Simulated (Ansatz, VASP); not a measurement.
# Si3C: VASP beside Ansatz

```
CELL_PARAMETERS angstrom
2.90460 0.00000 0.00000
-1.45230 2.51546 0.00000
0.00000 0.00000 6.54689
ATOMIC_POSITIONS crystal
Si 0.33333 0.66667 0.81354
Si 0.33333 0.66667 0.18646
Si 0.66667 0.33333 0.50000
C 0.66667 0.33333 0.00000
```

Alike in both runs: functional PBE; k mesh 18 × 18 × 8; occupations gaussian, width 0.1 eV; no spin polarisation.

Ansatz relaxed the structure, and its values are those at the end. VASP's run is a single point on that final structure, the one shown.

|  | VASP | Ansatz |
| --- | --- | --- |
| version | VASP 6.6.1 | Ansatz 0.2.0 |
| potentials or method | VASP PAW PBE potentials, release 64 (Si, C), cutoff 520 eV | scalar-relativistic, plane waves, PAW |
| valence electrons in the cell | 16 | 16 |

```csv
,VASP,Ansatz,Ansatz less VASP
gap on the k mesh at the Fermi level (eV),none,none,-
pressure (GPa),0.0,0.0,0.00
rms of the force components (eV/Å),0.005,0.000,-0.0052
```

A gap of «none» marks a metal or a gap that the smearing closes. With one functional, cell and mesh, what is left measures potentials, basis and numerics.
